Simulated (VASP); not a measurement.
# TiN (k07) (Fm-3m) in VASP: notebook

TiN (k07) is run at these levels: LDA; tasks: single point, relaxation of cell and atoms.

Program: VASP 6.6.1. These are calculated values, not measurements. Logs are shortened: lines on timing, memory, paths and dates and some standing lists are left out, and cuts for length are marked.

## 1. The cell of the first run

It takes space group Fm-3m (No. 225, cubic). The conventional cell has a = 4.173 Å, b = 4.173 Å, c = 4.173 Å, α = 90.00°, β = 90.00°, γ = 90.00°. Ti (site symmetry m-3m) has 6 N at 2.09 Å within 2.8 Å. N (site symmetry m-3m) has 6 Ti at 2.09 Å within 2.8 Å.

## 2. Single point, LDA

File INCAR:

```
ALGO = Normal
EDIFF = 1E-6
ENCUT = 520
GGA = CA
ISIF = 2
ISMEAR = 0
LASPH = T
LCHARG = T
LELF = T
LREAL = F
LVHAR = T
LWAVE = F
NBANDS = 16
NELM = 100
PREC = Accurate
SIGMA = 0.1
```

File KPOINTS:

```
k-points
0
Gamma
  8 8 8
```

File POSCAR:

```
TiN
1.0
    0.0000000000      2.0862956476      2.0862956476
    2.0862956476      0.0000000000      2.0862956476
    2.0862956476      2.0862956476      0.0000000000
Ti N
1 1
Direct
    0.0000000000      0.0000000000      0.0000000000
    0.5000000000      0.5000000000      0.5000000000
```

Potentials or basis: VASP PAW LDA potentials, release 64 (Ti_sv, N).

The run is started by

```bash
cat potpaw_LDA.64/Ti_sv/POTCAR potpaw_LDA.64/N/POTCAR > POTCAR
mpirun -np 1 vasp_std > vasp.out
```

OUTCAR:

```text
EDIFF = 1E-6
   ENCUT = 520
   GGA = CA
   ISIF = 2
   ISMEAR = 0
   LASPH = T
   LREAL = F
   NELM = 100
   PREC = Accurate

 ion  position               nearest neighbor table
   1  0.000  0.000  0.000-   2 2.09   2 2.09   2 2.09   2 2.09   2 2.09   2 2.09
   2  0.500  0.500  0.500-   1 2.09   1 2.09   1 2.09   1 2.09   1 2.09   1 2.09

  LATTYP: Found a face centered cubic cell.
 ALAT       =     4.1725912952

  Lattice vectors:

 A1 = (   0.0000000000,   2.0862956476,   2.0862956476)
 A2 = (   2.0862956476,   0.0000000000,   2.0862956476)
 A3 = (   2.0862956476,   2.0862956476,   0.0000000000)

Analysis of symmetry for initial positions (statically):
=====================================================================
 Subroutine PRICEL returns:
 Original cell was already a primitive cell.

 Routine SETGRP: Setting up the symmetry group for a
 face centered cubic supercell.

 Subroutine GETGRP returns: Found 48 space group operations
 (whereof 48 operations were pure point group operations)
 out of a pool of 48 trial point group operations.

The static configuration has the point symmetry O_h .

Analysis of symmetry for dynamics (positions and initial velocities):
=====================================================================
 Subroutine PRICEL returns:
 Original cell was already a primitive cell.

 Routine SETGRP: Setting up the symmetry group for a
 face centered cubic supercell.

 Subroutine GETGRP returns: Found 48 space group operations
 (whereof 48 operations were pure point group operations)
 out of a pool of 48 trial point group operations.

The dynamic configuration has the point symmetry O_h .

 Subroutine INISYM returns: Found 48 space group operations
 (whereof 48 operations are pure point group operations),
 and found     1 'primitive' translations

----------------------------------------------------------------------------------------

                                     Primitive cell

  volume of cell :      18.1617

  direct lattice vectors                    reciprocal lattice vectors
     0.000000000  2.086295648  2.086295648    -0.239659226  0.239659226  0.239659226
     2.086295648  0.000000000  2.086295648     0.239659226 -0.239659226  0.239659226
     2.086295648  2.086295648  0.000000000     0.239659226  0.239659226 -0.239659226

  length of vectors
     2.950467600  2.950467600  2.950467600     0.415101956  0.415101956  0.415101956

  position of ions in fractional coordinates (direct lattice)
     0.000000000  0.000000000  0.000000000
     0.500000000  0.500000000  0.500000000

  ion indices of the primitive-cell ions
   primitive index   ion index
                 1           1
                 2           2

----------------------------------------------------------------------------------------

 KPOINTS: k-points

Automatic generation of k-mesh.
 Grid dimensions read from file:
 generate k-points for:    8    8    8

 Generating k-lattice:

  Cartesian coordinates                     Fractional coordinates (reciprocal lattice)
    -0.029957403  0.029957403  0.029957403     0.125000000  0.000000000  0.000000000
     0.029957403 -0.029957403  0.029957403     0.000000000  0.125000000  0.000000000
     0.029957403  0.029957403 -0.029957403     0.000000000  0.000000000  0.125000000

  Length of vectors
     0.051887744  0.051887744  0.051887744

  Shift w.r.t. Gamma in fractional coordinates (k-lattice)
     0.000000000  0.000000000  0.000000000

 Subroutine IBZKPT returns following result:
 ===========================================

 Found     29 irreducible k-points:

 Following reciprocal coordinates:
            Coordinates               Weight
  0.000000  0.000000  0.000000      1.000000
  0.125000  0.000000  0.000000      8.000000
  0.250000  0.000000  0.000000      8.000000
  0.375000  0.000000  0.000000      8.000000
  0.500000  0.000000  0.000000      4.000000
  0.125000  0.125000  0.000000      6.000000
[... 16 lines left out ...]
  0.500000  0.250000  0.125000     48.000000
 -0.375000  0.250000  0.125000     24.000000
 [... further k-points ...]
   k-points           NKPTS =     29   k-points in BZ     NKDIM =     29   number of bands    NBANDS=     16
   number of dos      NEDOS =    301   number of ions     NIONS =      2
   total plane-waves  NPLWV =  13824
   dimension x,y,z NGX =    24 NGY =   24 NGZ =   24
   dimension x,y,z NGXF=    48 NGYF=   48 NGZF=   48
   ions per type =               1   1
   NGX,Y,Z   is equivalent  to a cutoff of  13.52, 13.52, 13.52 a.u.
   NGXF,Y,Z  is equivalent  to a cutoff of  27.05, 27.05, 27.05 a.u.
 SYSTEM =  unknown system
   PREC   = accura    normal or accurate (medium, high low for compatibility)
   ISTART =      0    job   : 0-new  1-cont  2-samecut
   ICHARG =      2    charge: 1-file 2-atom 10-const
   ISPIN  =      1    spin polarized calculation?
   LNONCOLLINEAR =      F non collinear calculations
   LSORBIT =      F    spin-orbit coupling
   LASPH  =      T    aspherical Exc in radial PAW
   ENCUT  =  520.0 eV  38.22 Ry    6.18 a.u.   5.49  5.49  5.49*2*pi/ulx,y,z
   NELM   =    100;   NELMIN=  2; NELMDL= -5     # of ELM steps
   EDIFF  = 0.1E-05   stopping-criterion for ELM
   LREAL  =      F    real-space projection
   EDIFFG = 0.1E-04   stopping-criterion for IOM
   NSW    =      0    number of steps for IOM
   IBRION =     -1    ionic relax: 0-MD 1-quasi-New 2-CG
   NFREE  =      0    steps in history (QN), initial steepest desc. (CG)
   ISIF   =      2    stress and relaxation
   ISYM   =      2    0-nonsym 1-usesym 2-fastsym
   POTIM  = 0.5000    time-step for ionic-motion
   TEBEG  =    0.0;   TEEND  =   0.0 temperature during run
   PSTRESS=    0.0 pullay stress
   NELECT =      17.0000    total number of electrons
   NUPDOWN=      -1.0000    fix difference up-down
   EMIN   =  10.00;   EMAX   =-10.00  energy-range for DOS
   EFERMI =   0.00;   METHOD = LEGACY
   ISMEAR =     0;   SIGMA  =   0.10  broadening in eV -4-tet -1-fermi 0-gaus
   EFERMI_NEDOS =   21; number of points for ismear=-14 and -15
   IALGO  =     38    algorithm
   IMIX   =      4    mixing-type and parameters
     AMIX     =   0.40;   BMIX     =  1.00
     AMIX_MAG =   1.60;   BMIX_MAG =  1.00
  volume/ion in A,a.u.               =       9.08        61.28
  Fermi-wavevector in a.u.,A,eV,Ry     =   1.601420  3.026245 34.892773  2.564546
  Thomas-Fermi vector in A             =   2.698401
   LORBIT       =      0    0 simple, 1 ext, 2 COOP (PROOUT), +10 PAW based schemes
   GGA     = CA    functional components
   LHFCALC =     F    Hartree Fock is set to
   AEXX    =    0.0000 exact exchange contribution
   IVDW    =     0    specifies the selected vdW correction
   LEPSILON=     F    determine dielectric tensor
   LRPA    =     F    only Hartree local field effects (RPA)
 non-spin polarized calculation
 Gauss-broadening in eV      SIGMA  =   0.10
  energy-cutoff  :      520.00
  volume of cell :       18.16
 maximum number of plane-waves:       531
 NGX is ok and might be reduce to    24
   NGX = 11   NGY = 11   NGZ = 11

 number of electron      16.9999996 magnetization

 Free energy of the ion-electron system (eV)
  ---------------------------------------------------
  ext. energy  EPLUGINS =         0.00000000
  ---------------------------------------------------
  free energy    TOTEN  =       -21.66201486 eV

  energy without entropy =      -21.65359138  energy(sigma->0) =      -21.65780312

 E-fermi :  11.8752     XC(G=0): -13.6433

 val. band max:       11.8682403489   @ k =   0.3750   0.1250   0.0000
 cond. band min:      11.8999698811   @ k =  -0.3750   0.3750   0.1250
 fundamental gap:      0.0317295322
 Fermi energy:        11.8752265647

 k-point     1 :       0.0000    0.0000    0.0000
  band No.  band energies     occupation
      1     -45.2058      2.00000
      2     -21.5220      2.00000
      3     -21.5220      2.00000
      4     -21.5220      2.00000
      5      -5.2758      2.00000
      6       9.7921      2.00000
[... 8 lines left out ...]
     15      25.1872      0.00000
     16      32.3330      0.00000

 k-point     2 :       0.1250    0.0000    0.0000
  band No.  band energies     occupation
      1     -45.1871      2.00000
      2     -21.6457      2.00000
      3     -21.5319      2.00000
      4     -21.5319      2.00000
      5      -4.9452      2.00000
      6       8.3617      2.00000
[... 8 lines left out ...]
     15      25.4196      0.00000
     16      31.8226      0.00000

 k-point     3 :       0.2500    0.0000    0.0000
  band No.  band energies     occupation
      1     -45.1419      2.00000
      2     -21.9347      2.00000
      3     -21.5556      2.00000
      4     -21.5556      2.00000
      5      -4.0818      2.00000
      6       6.1642      2.00000
[... 8 lines left out ...]
     15      25.2145      0.00000
     16      29.9731      0.00000

 k-point     4 :       0.3750    0.0000    0.0000
  band No.  band energies     occupation
      1     -45.0963      2.00000
      2     -22.2116      2.00000
      3     -21.5791      2.00000
      4     -21.5791      2.00000
      5      -3.0515      2.00000
      6       4.2934      2.00000
[... 8 lines left out ...]
     15      25.6280      0.00000
     16      27.7738      0.00000
[... 324 lines left out ...]
 k-point    22 :       0.3750    0.2500    0.1250
  band No.  band energies     occupation
      1     -45.1083      2.00000
      2     -21.9861      2.00000
      3     -21.6980      2.00000
      4     -21.5958      2.00000
      5      -3.7204      2.00000
      6       5.3153      2.00000
[... 8 lines left out ...]
     15      25.2962      0.00000
     16      27.5810      0.00000

 k-point    23 :       0.5000    0.2500    0.1250
  band No.  band energies     occupation
      1     -45.0717      2.00000
      2     -22.1301      2.00000
      3     -21.7697      2.00000
      4     -21.6331      2.00000
      5      -3.1626      2.00000
      6       4.7415      2.00000
[... 8 lines left out ...]
     15      24.9423      0.00000
     16      26.4525      0.00000

 k-point    24 :      -0.3750    0.2500    0.1250
  band No.  band energies     occupation
      1     -45.0564      2.00000
      2     -22.1923      2.00000
      3     -21.7880      2.00000
      4     -21.6562      2.00000
      5      -2.9200      2.00000
      6       4.5052      2.00000
[... 8 lines left out ...]
     15      25.1692      0.00000
     16      26.1900      0.00000

 [... further k-points ...]
[... 5 lines left out ...]
  --------------------------------------------------------------------------------------
  -------------------------------------------------------------------------------------
  Total        0.1190643      0.1190643      0.1190643      0.0000000     -0.0000000      0.0000000
  in kB       10.5035090     10.5035090     10.5035090      0.0000000     -0.0000000      0.0000000
  external PRESSURE =      10.5035090 kB  Pullay stress =       0.0000000 kB

 VOLUME and BASIS-vectors are now :
 -----------------------------------------------------------------------------
  energy-cutoff  :      520.00
  volume of cell :       18.16
      direct lattice vectors                 reciprocal lattice vectors
     0.000000000  2.086295648  2.086295648    -0.239659226  0.239659226  0.239659226
     2.086295648  0.000000000  2.086295648     0.239659226 -0.239659226  0.239659226
     2.086295648  2.086295648  0.000000000     0.239659226  0.239659226 -0.239659226

 POSITION                                       TOTAL-FORCE (eV/Angst)
 -----------------------------------------------------------------------------------
      0.00000      0.00000      0.00000         0.000000     -0.000000      0.000000
      2.08630      2.08630      2.08630         0.000000      0.000000     -0.000000
 -----------------------------------------------------------------------------------
    total drift:                                0.000000     -0.000000     -0.000000

  FREE ENERGIE OF THE ION-ELECTRON SYSTEM (eV)
  ---------------------------------------------------
  free  energy   TOTEN  =       -21.6620148564 eV

  energy  without entropy=      -21.6535913824  energy(sigma->0) =      -21.65780312
```

Wall time 8.8 s (1 thread of Intel Xeon 6975P-C, shared host); peak memory 0.13 GiB.

What came out:

- Free energy: -21.6620 eV
- Pressure: 1.1 GPa

## 3. Relaxation of cell and atoms, LDA

This run uses another cell than the first one, of 9.54 Å³/atom, 1.050 times its volume.

File INCAR:

```
SYSTEM = TiN
PREC     = Accurate       ! precision mode
ENCUT    = 600            ! plane-wave cutoff, eV
EDIFF    = 1E-6           ! SCF threshold, eV
ISMEAR   = 0              ! smearing method
SIGMA    = 0.1            ! smearing width, eV
LREAL    = .False.        ! projectors in reciprocal space
LASPH    = .True.         ! aspherical terms in the spheres
NELM     = 60             ! most SCF steps
ALGO     = Normal         ! electronic algorithm
ISIF     = 3              ! what is computed and relaxed
LWAVE    = .False.        ! write WAVECAR
LCHARG   = .False.        ! write CHGCAR
IBRION   = 2              ! ionic algorithm
NSW      = 100            ! ionic steps
EDIFFG   = -0.05          ! ionic threshold
```

File KPOINTS:

```
regular mesh
0
Gamma
  8 8 8
  0 0 0
```

File POSCAR:

```
TiN
1.0
    0.0000000000      2.1206234500      2.1206234500
    2.1206234500      0.0000000000      2.1206234500
    2.1206234500      2.1206234500      0.0000000000
Ti N
1 1
Direct
    0.0000000000      0.0000000000      0.0000000000
    0.5000000000      0.5000000000      0.5000000000
```

Potentials or basis: VASP PAW LDA potentials, release 64 (Ti_sv, N).

The run is started by

```bash
cat potpaw_LDA.64/Ti_sv/POTCAR potpaw_LDA.64/N/POTCAR > POTCAR
mpirun -np 1 vasp_std > vasp.out
```

Run time: 15 s. Hardware: 1 thread of Intel Xeon 6975P-C, shared host; peak memory 0.13 GiB.

Results (log left out):

```yaml
Free_energy: -21.6635 eV
Relaxed_volume: 9.12 Å³/atom
Relaxed_cell: a = 2.954 Å, b = 2.954 Å, c = 2.954 Å, α = 60.00°, β = 60.00°, γ = 60.00°
Space_group_after_relaxing_to_0.05_Å: Fm-3m (No. 225)
Energy_gained_by_relaxing: 18.4 meV/atom
Ionic_steps: 3
Pressure_after_relaxing: -0.2 GPa
```

Step by step:
| step | energy change (eV) | largest force (eV/Å) | pressure (GPa) | volume (Å³) |
| --- | --- | --- | --- | --- |
| 1 | 0.0000 | 0.0000 | -13.25 | 19.07 |
| 2 | 0.0572 | 0.0000 | 25.80 | 16.98 |
| 3 | -0.0367 | 0.0000 | -0.24 | 18.23 |

Final structure:
```
CELL_PARAMETERS angstrom
0.00000 2.08904 2.08904
2.08904 0.00000 2.08904
2.08904 2.08904 0.00000
ATOMIC_POSITIONS crystal
Ti 0.00000 0.00000 0.00000
N 0.50000 0.50000 0.50000
```

Levels at points of the mesh, in eV from the Fermi level:
```tsv
k point	band 6	band 7	band 8	band 9	band 10	band 11	band 12
(0.00, 0.00, 0.00)	-2.08	-2.08	-2.08	-0.69	-0.69	-0.69	0.59
(0.50, 0.00, 0.00)	-8.36	-5.73	-5.73	1.80	1.80	2.53	6.10
(0.50, 0.50, 0.00)	-5.88	-3.31	-3.27	-3.27	1.74	2.57	2.57
```

(Continued in part 2 of 2.)
